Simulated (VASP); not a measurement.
# Rh (P6_3/mmc) in VASP: notebook

The runs below take Rh through single point, with PBEsol.

Everything below comes from runs of VASP 6.6.1. Logs are shortened: lines on timing, memory, paths and dates and some standing lists are left out, and cuts for length are marked.

### Step 1. The cell of the first run

The structure is hexagonal, space group P6_3/mmc (No. 194). Conventional cell: a = 2.542 Å, b = 2.542 Å, c = 4.261 Å, α = 90.00°, β = 90.00°, γ = 120.00°. Within 3.4 Å of Rh (site symmetry -6m2) lie 12 Rh at 2.54 to 2.59 Å.

This isn't the form of Rh at room conditions, which is fcc.

### Step 2. Single point, PBEsol (11.93 Å³/atom)

Contents of INCAR:

```
  ALGO = Fast
  EDIFF = 1E-6
  ENCUT = 520
  GGA = PS
  ISIF = 2
  ISMEAR = 0
  LASPH = True
  LCHARG = False
  LREAL = False
  LWAVE = False
  NBANDS = 22
  NELM = 60
  PREC = Accurate
  SIGMA = 0.15
```

Contents of KPOINTS:

```
k-points
0
Gamma
  21 21 12
```

Contents of POSCAR:

```
Rh
1.0
    2.5423475231      0.0000000000      0.0000000000
   -1.2711737616      2.2017375403      0.0000000000
    0.0000000000      0.0000000000      4.2614829182
Rh
2
Direct
    0.6666666667      0.3333333333      0.7500000000
    0.3333333333      0.6666666667      0.2500000000
```

Potentials or basis: VASP PAW PBE potentials, release 64 (Rh_pv).

On the command line:

```bash
cat potpaw_PBE.64/Rh_pv/POTCAR > POTCAR
mpirun -np 1 vasp_std > vasp.out
```

OUTCAR:

```text
EDIFF = 1E-6
   ENCUT = 520
   GGA = PS
   ISIF = 2
   ISMEAR = 0
   LASPH = True
   LREAL = False
   NELM = 60
   PREC = Accurate

 ion  position               nearest neighbor table
   1  0.667  0.333  0.750-   2 2.59   2 2.59   2 2.59   2 2.59   2 2.59   2 2.59
   2  0.333  0.667  0.250-   1 2.59   1 2.59   1 2.59   1 2.59   1 2.59   1 2.59

  LATTYP: Found a hexagonal cell.
 ALAT       =     2.5423475231
 C/A-ratio  =     1.6762000000

  Lattice vectors:

 A1 = (   2.5423475231,   0.0000000000,   0.0000000000)
 A2 = (  -1.2711737616,   2.2017375403,   0.0000000000)
 A3 = (   0.0000000000,   0.0000000000,   4.2614829182)

Analysis of symmetry for initial positions (statically):
=====================================================================
 Subroutine PRICEL returns:
 Original cell was already a primitive cell.

 Routine SETGRP: Setting up the symmetry group for a
 hexagonal supercell.

 Subroutine GETGRP returns: Found 24 space group operations
 (whereof 12 operations were pure point group operations)
 out of a pool of 24 trial point group operations.

The static configuration has the point symmetry D_3d.
 The point group associated with its full space group is D_6h.

Analysis of symmetry for dynamics (positions and initial velocities):
=====================================================================
 Subroutine PRICEL returns:
 Original cell was already a primitive cell.

 Routine SETGRP: Setting up the symmetry group for a
 hexagonal supercell.

 Subroutine GETGRP returns: Found 24 space group operations
 (whereof 12 operations were pure point group operations)
 out of a pool of 24 trial point group operations.

The dynamic configuration has the point symmetry D_3d.
 The point group associated with its full space group is D_6h.

 Subroutine INISYM returns: Found 24 space group operations
 (whereof 12 operations are pure point group operations),
 and found     1 'primitive' translations

----------------------------------------------------------------------------------------

                                     Primitive cell

  volume of cell :      23.8540

  direct lattice vectors                    reciprocal lattice vectors
     2.542347523  0.000000000  0.000000000     0.393337257  0.227093371  0.000000000
    -1.271173762  2.201737540  0.000000000     0.000000000  0.454186742  0.000000000
     0.000000000  0.000000000  4.261482918     0.000000000  0.000000000  0.234660098

  length of vectors
     2.542347523  2.542347523  4.261482918     0.454186742  0.454186742  0.234660098

  position of ions in fractional coordinates (direct lattice)
     0.666666667  0.333333333  0.750000000
     0.333333333  0.666666667  0.250000000

  ion indices of the primitive-cell ions
   primitive index   ion index
                 1           1
                 2           2

----------------------------------------------------------------------------------------

 KPOINTS: k-points

Automatic generation of k-mesh.
 Grid dimensions read from file:
 generate k-points for:   21   21   12

 Generating k-lattice:

  Cartesian coordinates                     Fractional coordinates (reciprocal lattice)
     0.018730346  0.010813970  0.000000000     0.047619048  0.000000000  0.000000000
     0.000000000  0.021627940  0.000000000     0.000000000  0.047619048  0.000000000
     0.000000000  0.000000000  0.019555008     0.000000000  0.000000000  0.083333333

  Length of vectors
     0.021627940  0.021627940  0.019555008

  Shift w.r.t. Gamma in fractional coordinates (k-lattice)
     0.000000000  0.000000000  0.000000000

 Subroutine IBZKPT returns following result:
 ===========================================

 Found    336 irreducible k-points:

 Following reciprocal coordinates:
            Coordinates               Weight
  0.000000  0.000000  0.000000      1.000000
  0.047619  0.000000  0.000000      6.000000
  0.095238  0.000000  0.000000      6.000000
  0.142857  0.000000  0.000000      6.000000
  0.190476  0.000000  0.000000      6.000000
  0.238095  0.000000  0.000000      6.000000
[... 16 lines left out ...]
  0.142857  0.095238  0.000000     12.000000
  0.190476  0.095238  0.000000     12.000000
 [... further k-points ...]
   k-points           NKPTS =    336   k-points in BZ     NKDIM =    336   number of bands    NBANDS=     22
   number of dos      NEDOS =    301   number of ions     NIONS =      2
   total plane-waves  NPLWV =  12800
   dimension x,y,z NGX =    20 NGY =   20 NGZ =   32
   dimension x,y,z NGXF=    40 NGYF=   40 NGZF=   64
   ions per type =               2
   NGX,Y,Z   is equivalent  to a cutoff of  13.08, 13.08, 12.48 a.u.
   NGXF,Y,Z  is equivalent  to a cutoff of  26.16, 26.16, 24.97 a.u.
 SYSTEM =  unknown system
   PREC   = accura    normal or accurate (medium, high low for compatibility)
   ISTART =      0    job   : 0-new  1-cont  2-samecut
   ICHARG =      2    charge: 1-file 2-atom 10-const
   ISPIN  =      1    spin polarized calculation?
   LNONCOLLINEAR =      F non collinear calculations
   LSORBIT =      F    spin-orbit coupling
   LASPH  =      T    aspherical Exc in radial PAW
   ENCUT  =  520.0 eV  38.22 Ry    6.18 a.u.   4.73  4.73  7.92*2*pi/ulx,y,z
   NELM   =     60;   NELMIN=  2; NELMDL= -5     # of ELM steps
   EDIFF  = 0.1E-05   stopping-criterion for ELM
   LREAL  =      F    real-space projection
[... 7 lines left out ...]
   TEBEG  =    0.0;   TEEND  =   0.0 temperature during run
   PSTRESS=    0.0 pullay stress
   NELECT =      30.0000    total number of electrons
   NUPDOWN=      -1.0000    fix difference up-down
   EMIN   =  10.00;   EMAX   =-10.00  energy-range for DOS
   EFERMI =   0.00;   METHOD = LEGACY
   ISMEAR =     0;   SIGMA  =   0.15  broadening in eV -4-tet -1-fermi 0-gaus
   EFERMI_NEDOS =   21; number of points for ismear=-14 and -15
   IALGO  =     68    algorithm
   IMIX   =      4    mixing-type and parameters
     AMIX     =   0.40;   BMIX     =  1.00
     AMIX_MAG =   1.60;   BMIX_MAG =  1.00
  volume/ion in A,a.u.               =      11.93        80.49
  Fermi-wavevector in a.u.,A,eV,Ry     =   1.767102  3.339338 42.486204  3.122648
  Thomas-Fermi vector in A             =   2.834553
   LORBIT       =      0    0 simple, 1 ext, 2 COOP (PROOUT), +10 PAW based schemes
   GGA     = PS    functional components
   LHFCALC =     F    Hartree Fock is set to
   AEXX    =    0.0000 exact exchange contribution
   IVDW    =     0    specifies the selected vdW correction
   LEPSILON=     F    determine dielectric tensor
   LRPA    =     F    only Hartree local field effects (RPA)
 non-spin polarized calculation
 RMM-DIIS sequential band-by-band and
 Gauss-broadening in eV      SIGMA  =   0.15
  energy-cutoff  :      520.00
  volume of cell :       23.85
 maximum number of plane-waves:       658
 NGX is ok and might be reduce to    20
   NGX =  9   NGY =  9   NGZ = 15

 number of electron      29.9999990 magnetization

 Free energy of the ion-electron system (eV)
  ---------------------------------------------------
  ext. energy  EPLUGINS =         0.00000000
  ---------------------------------------------------
  free energy    TOTEN  =       -15.71960706 eV

  energy without entropy =      -15.69191298  energy(sigma->0) =      -15.70576002

 E-fermi :  14.6560     XC(G=0): -15.1505

 val. band max:       14.6558504431   @ k =   0.1429   0.0000   0.3333
 cond. band min:      14.6573390520   @ k =   0.3810   0.1429   0.1667
 fundamental gap:      0.0014886090
 Fermi energy:        14.6559802492

 k-point     1 :       0.0000    0.0000    0.0000
  band No.  band energies     occupation
      1     -33.1354      2.00000
      2     -32.1169      2.00000
      3     -32.1169      2.00000
      4     -32.0133      2.00000
      5     -31.9784      2.00000
      6     -31.9784      2.00000
[... 14 lines left out ...]
     21      32.2505      0.00000
     22      33.5252      0.00000

 k-point     2 :       0.0476    0.0000    0.0000
  band No.  band energies     occupation
      1     -33.1268      2.00000
      2     -32.1395      2.00000
      3     -32.1237      2.00000
      4     -32.0158      2.00000
      5     -32.0016      2.00000
      6     -31.9821      2.00000
[... 14 lines left out ...]
     21      32.3819      0.00000
     22      33.6812      0.00000

 k-point     3 :       0.0952    0.0000    0.0000
  band No.  band energies     occupation
      1     -33.1015      2.00000
      2     -32.2051      2.00000
      3     -32.1434      2.00000
      4     -32.0687      2.00000
      5     -32.0236      2.00000
      6     -31.9931      2.00000
[... 14 lines left out ...]
     21      32.7478      0.00000
     22      34.0911      0.00000

 k-point     4 :       0.1429    0.0000    0.0000
  band No.  band energies     occupation
      1     -33.0606      2.00000
      2     -32.3079      2.00000
      3     -32.1736      2.00000
      4     -32.1724      2.00000
      5     -32.0369      2.00000
      6     -32.0108      2.00000
[... 14 lines left out ...]
     21      33.2196      0.00000
     22      34.4843      0.00000

 k-point     5 :       0.1905    0.0000    0.0000
  band No.  band energies     occupation
      1     -33.0062      2.00000
      2     -32.4384      2.00000
      3     -32.3020      2.00000
      4     -32.2113      2.00000
      5     -32.0560      2.00000
      6     -32.0340      2.00000
[... 417 lines left out ...]
 k-point    22 :       0.0952    0.0952    0.0000
  band No.  band energies     occupation
      1     -33.0368      2.00000
      2     -32.3479      2.00000
      3     -32.2697      2.00000
      4     -32.1558      2.00000
      5     -32.0450      2.00000
      6     -32.0345      2.00000
[... 14 lines left out ...]
     21      33.5712      0.00000
     22      34.1317      0.00000

 k-point    23 :       0.1429    0.0952    0.0000
  band No.  band energies     occupation
      1     -32.9837      2.00000
      2     -32.4599      2.00000
      3     -32.3840      2.00000
      4     -32.2034      2.00000
      5     -32.0665      2.00000
      6     -32.0645      2.00000
[... 14 lines left out ...]
     21      33.1107      0.00000
     22      33.5368      0.00000

 k-point    24 :       0.1905    0.0952    0.0000
  band No.  band energies     occupation
      1     -32.9200      2.00000
      2     -32.5923      2.00000
      3     -32.5044      2.00000
      4     -32.2578      2.00000
      5     -32.1003      2.00000
      6     -32.0901      2.00000
[... 14 lines left out ...]
     21      32.1319      0.00000
     22      32.5773      0.00000

 [... further k-points ...]

------------------------ aborting loop because EDIFF is reached ----------------------------------------

  FORCE on cell =-STRESS in cart. coord.  units (eV):
  Direction    XX          YY          ZZ          XY          YZ          ZX
  --------------------------------------------------------------------------------------
  -------------------------------------------------------------------------------------
  Total        8.6078570      8.6078570      6.0185444     -0.0000000      0.0000000      0.0000000
  in kB      578.1551679    578.1551680    404.2414404     -0.0000000      0.0000000      0.0000000
  external PRESSURE =     520.1839254 kB  Pullay stress =       0.0000000 kB

 VOLUME and BASIS-vectors are now :
 -----------------------------------------------------------------------------
  energy-cutoff  :      520.00
  volume of cell :       23.85
      direct lattice vectors                 reciprocal lattice vectors
     2.542347523  0.000000000  0.000000000     0.393337257  0.227093371  0.000000000
    -1.271173762  2.201737540  0.000000000     0.000000000  0.454186742  0.000000000
     0.000000000  0.000000000  4.261482918     0.000000000  0.000000000  0.234660098

 POSITION                                       TOTAL-FORCE (eV/Angst)
 -----------------------------------------------------------------------------------
      1.27117      0.73391      3.19611        -0.000000      0.000000      0.000000
     -0.00000      1.46783      1.06537         0.000000     -0.000000      0.000000
 -----------------------------------------------------------------------------------
    total drift:                               -0.000000      0.000000     -0.000000

  FREE ENERGIE OF THE ION-ELECTRON SYSTEM (eV)
  ---------------------------------------------------
  free  energy   TOTEN  =       -15.7196070575 eV

  energy  without entropy=      -15.6919129806  energy(sigma->0) =      -15.70576002
```

It took 1.9 min on 1 thread of Intel Xeon Platinum 8124M at 3.00GHz (Skylake/Cascade Lake), shared host; peak memory 0.25 GiB.

Results:

```
Free energy            : -15.7196 eV
Pressure               : 52.0 GPa
Band gap on the k mesh : zero (bands 15 and 16 overlap by 3.10 eV)
```

Stress tensor (GPa, compression positive):
```
57.82  0.00  0.00
 0.00 57.82  0.00
 0.00  0.00 40.42
```

Caveat: the cell stands under pressure; the PAW data sets were made with another functional, which shifts forces and pressure a little.

### Step 3. Single point, PBEsol (11.93 Å³/atom)

Contents of INCAR:

```
  PREC = Accurate
  ENCUT = 520
  EDIFF = 1E-7
  ISMEAR = 0
  SIGMA = 0.15
  LREAL = F
  LASPH = T
  NELM = 60
  ALGO = Fast
  ISIF = 2
  LWAVE = F
  LCHARG = T
  GGA = PS
  LELF = T
  LVHAR = T
  NBANDS = 22
```

Contents of KPOINTS:

```
regular mesh
0
Gamma
  21 21 12
```

Contents of POSCAR:

```
Rh
1.0
    2.6114086153      0.0000000000      0.0000000000
   -1.3057043077      2.2615462005      0.0000000000
    0.0000000000      0.0000000000      4.0390657053
Rh
2
Direct
    0.6666666667      0.3333333333      0.7500000000
    0.3333333333      0.6666666667      0.2500000000
```

Potentials or basis: VASP PAW PBE potentials, release 64 (Rh_pv).

On the command line:

```bash
cat potpaw_PBE.64/Rh_pv/POTCAR > POTCAR
mpirun -np 1 vasp_std > vasp.out
```

It took 2.4 min on 1 thread of Intel Xeon Platinum 8124M at 3.00GHz (Skylake/Cascade Lake), shared host; peak memory 0.24 GiB.

It converged, with:

```
Free energy            : -15.6988 eV
Pressure               : 53.0 GPa
Band gap on the k mesh : zero (bands 15 and 16 overlap by 2.90 eV)
```

Stress tensor (GPa, compression positive):
```
45.66  0.00  0.00
 0.00 45.66  0.00
 0.00  0.00 67.71
```

Levels at points of the mesh, in eV from the Fermi level:
| k point | band 12 | band 13 | band 14 | band 15 | band 16 | band 17 | band 18 | band 19 |
| --- | --- | --- | --- | --- | --- | --- | --- | --- |
| (0.00, 0.00, 0.00) | -3.10 | -3.10 | -2.81 | -2.81 | 0.11 | 0.11 | 1.03 | 10.76 |
| (0.00, 0.00, 0.50) | -4.14 | -3.74 | -3.74 | -0.54 | -0.54 | -0.54 | -0.54 | 14.96 |

Caveat: the cell stands under pressure; the PAW data sets were made with another functional, which shifts forces and pressure a little.

### Step 4. Single point, PBEsol (11.93 Å³/atom)

Contents of INCAR:

```
PREC = Accurate
ENCUT = 520
EDIFF = 1E-7
ISMEAR = 0
SIGMA = 0.15
LREAL = False
LASPH = True
NELM = 80
ALGO = Fast
ISIF = 2
LWAVE = False
LCHARG = False
GGA = PS
NBANDS = 22
```

Contents of KPOINTS:

```
Automatic mesh
0
Gamma
  21 21 12
```

Contents of POSCAR:

```
Rh
1.0
    2.4751321633      0.0000000000      0.0000000000
   -1.2375660816      2.1435273311      0.0000000000
    0.0000000000      0.0000000000      4.4960775746
Rh
2
Direct
    0.6666666667      0.3333333333      0.7500000000
    0.3333333333      0.6666666667      0.2500000000
```

On the command line:

```bash
cat potpaw_PBE.64/Rh_pv/POTCAR > POTCAR
mpirun -np 1 vasp_std > vasp.out
```

Wall time 2.1 min (1 thread of Intel Xeon Platinum 8124M at 3.00GHz (Skylake/Cascade Lake), shared host); peak memory 0.24 GiB.

The run converged. Its results:

* Free energy: -15.4098 eV
* Pressure: 57.6 GPa
* Band gap on the k mesh: zero (bands 15 and 16 overlap by 3.46 eV)

Stress tensor (GPa, compression positive):
```
78.25  0.00  0.00
 0.00 78.25  0.00
 0.00  0.00 16.41
```

Levels at points of the mesh, in eV from the Fermi level:
```csv
k point,band 13,band 14,band 15,band 16,band 17,band 18
"(0.00, 0.00, 0.00)",-3.30,-1.30,-1.30,-0.60,0.41,0.41
"(0.00, 0.00, 0.50)",-3.67,-3.67,-0.24,-0.24,-0.24,-0.24
```

Caveat: the cell stands under pressure; the PAW data sets were made with another functional, which shifts forces and pressure a little.

### Step 5. Single point, PBEsol (11.93 Å³/atom)

Contents of INCAR:

```
PREC = Accurate
ENCUT = 520
EDIFF = 1E-7
ISMEAR = 0
SIGMA = 0.15
LREAL = F
LASPH = T
NELM = 100
ALGO = Fast
ISIF = 2
LWAVE = F
LCHARG = F
GGA = PS
NBANDS = 22
```

KPOINTS is that of step 4.

Contents of POSCAR:

```
Rh
1.0
    2.6823487872      0.0000000000      0.0000000000
   -1.3411743936      2.3229821916      0.0000000000
    0.0000000000      0.0000000000      3.8282481891
Rh
2
Direct
    0.6666666667      0.3333333333      0.7500000000
    0.3333333333      0.6666666667      0.2500000000
```

On the command line:

```bash
cat potpaw_PBE.64/Rh_pv/POTCAR > POTCAR
mpirun -np 1 vasp_std > vasp.out
```

Wall time 2.3 min (1 thread of Intel Xeon Platinum 8124M at 3.00GHz (Skylake/Cascade Lake), shared host); peak memory 0.24 GiB.

Results (log left out):

- Free energy: -15.3931 eV
- Pressure: 59.3 GPa
- Band gap on the k mesh: zero (bands 15 and 16 overlap by 2.38 eV)

Stress tensor (GPa, compression positive):
```
41.40  0.00  0.00
 0.00 41.40  0.00
 0.00  0.00 95.03
```

Levels at points of the mesh, in eV from the Fermi level:
| k point | band 12 | band 13 | band 14 | band 15 | band 16 | band 17 | band 18 | band 19 |
| --- | --- | --- | --- | --- | --- | --- | --- | --- |
| (0.00, 0.00, 0.00) | -3.45 | -2.97 | -2.97 | -2.68 | 0.13 | 0.13 | 2.16 | 12.00 |
| (0.00, 0.00, 0.50) | -4.51 | -3.22 | -3.22 | -0.34 | -0.34 | -0.34 | -0.34 | 14.64 |

Caveat: the cell stands under pressure; the PAW data sets were made with another functional, which shifts forces and pressure a little.

### Step 6. Single point, PBEsol (11.93 Å³/atom)

Contents of INCAR:

```
SYSTEM = Rh
PREC = Accurate
ENCUT = 520
EDIFF = 1E-7
ISMEAR = 0
SIGMA = 0.15
LREAL = .False.
LASPH = .True.
NELM = 80
ALGO = Fast
ISIF = 2
LWAVE = .False.
LCHARG = .True.
GGA = PS
LELF = .True.
LVHAR = .True.
NBANDS = 22
```

Contents of KPOINTS:

```
Automatic mesh
0
Gamma
  21 21 12
  0 0 0
```

Contents of POSCAR:

```
Rh
1.0
    2.5085341260      0.0000000000      0.0000000000
   -1.2542670630      2.1724542794      0.0000000000
    0.0000000000      0.0000000000      4.3771411964
Rh
2
Direct
    0.6666666667      0.3333333333      0.7500000000
    0.3333333333      0.6666666667      0.2500000000
```

Potentials or basis: VASP PAW PBE potentials, release 64 (Rh_pv).

On the command line:

```bash
cat potpaw_PBE.64/Rh_pv/POTCAR > POTCAR
mpirun -np 1 vasp_std > vasp.out
```

Run time: 2.8 min. Hardware: 1 thread of Intel Xeon Platinum 8124M at 3.00GHz (Skylake/Cascade Lake), shared host; peak memory 0.25 GiB.

It converged, with:

```yaml
Free_energy: -15.6092 eV
Pressure: 54.0 GPa
Band_gap_on_the_k_mesh: zero (bands 15 and 16 overlap by 3.28 eV)
```

Stress tensor (GPa, compression positive):
```
66.80  0.00  0.00
 0.00 66.80  0.00
 0.00  0.00 28.38
```

Levels at points of the mesh, in eV from the Fermi level:
```tsv
k point	band 11	band 12	band 13	band 14	band 15	band 16	band 17	band 18	band 19	band 20
(0.00, 0.00, 0.00)	-3.74	-3.24	-3.24	-1.68	-1.68	-0.25	0.31	0.31	9.02	16.22
(0.00, 0.00, 0.50)	-3.73	-3.73	-3.73	-3.73	-0.38	-0.38	-0.38	-0.38	14.71	14.71
```

Caveat: the cell stands under pressure; the PAW data sets were made with another functional, which shifts forces and pressure a little.

### Step 7. Overview

```tsv
cell	further INCAR settings	gap on the mesh (eV)	pressure (GPa)
a = 2.542, b = 2.542, c = 4.261 Å, angles 90.0, 90.0, 120.0°, 2 atoms	ALGO = Fast; EDIFF = 1e-06; NBANDS = 22	none	52.0
a = 2.611, b = 2.611, c = 4.039 Å, angles 90.0, 90.0, 120.0°, 2 atoms	ALGO = Fast; EDIFF = 1e-07; NBANDS = 22	none	53.0
a = 2.475, b = 2.475, c = 4.496 Å, angles 90.0, 90.0, 120.0°, 2 atoms	ALGO = Fast; EDIFF = 1e-07; NBANDS = 22	none	57.6
a = 2.682, b = 2.682, c = 3.828 Å, angles 90.0, 90.0, 120.0°, 2 atoms	ALGO = Fast; EDIFF = 1e-07; NBANDS = 22	none	59.3
a = 2.509, b = 2.509, c = 4.377 Å, angles 90.0, 90.0, 120.0°, 2 atoms	ALGO = Fast; EDIFF = 1e-07; NBANDS = 22	none	54.0
```

Alike in all rows: task single point; level PBEsol; potentials or basis VASP PAW PBE potentials, release 64 (Rh_pv); no spin polarisation; k mesh 21 × 21 × 12; cutoff (eV) 520; smearing gaussian 0.15 eV.

Caveats: the cell stands under pressure; the PAW data sets were made with another functional, which shifts forces and pressure a little.

Total energies depend on the potentials used, so only differences within one code and one set of settings carry meaning.
